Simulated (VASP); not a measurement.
Ag:

```
CELL_PARAMETERS angstrom
0.00000 2.07359 2.07359
2.07359 0.00000 2.07359
2.07359 2.07359 0.00000
ATOMIC_POSITIONS crystal
Ag 0.00000 0.00000 0.00000
```

```yaml
Program: VASP 6.6.1
Task: relaxation of cell and atoms
Functional: PBE
Dispersion: D3(BJ)
Potentials_or_basis: VASP PAW PBE potentials, release 64 (Ag)
Cutoff: 600 eV
k_mesh: 18 × 18 × 18
Occupations: gaussian, width 0.1 eV
Spin: no spin polarisation
```

At the start: pressure -5.3 GPa; volume 17.83 Å³/atom.

**Question.** Where does the relaxation end?

**Answer.** Over 3 steps the energy falls by 17.1 meV/atom and the volume is 16.87 Å³/atom (-5.4 %); space group Fm-3m (No. 225, to 0.05 Å).

Step by step:
```csv
step,energy change (eV),largest force (eV/Å),pressure (GPa),volume (Å³)
1,0.0000,0.0000,-5.32,17.83
2,-0.0110,0.0000,3.88,16.35
3,-0.0171,0.0000,0.00,16.87
```

Final structure:
```yaml
crystal:
  lattice:
    - [0.00000, 2.03555, 2.03555]
    - [2.03555, 0.00000, 2.03555]
    - [2.03555, 2.03555, 0.00000]
  atoms:
    - { symbol: Ag, position: [0.00000, 0.00000, 0.00000] }
```

Caveat: pairwise dispersion overbinds metals, which lowers pressure and volume.
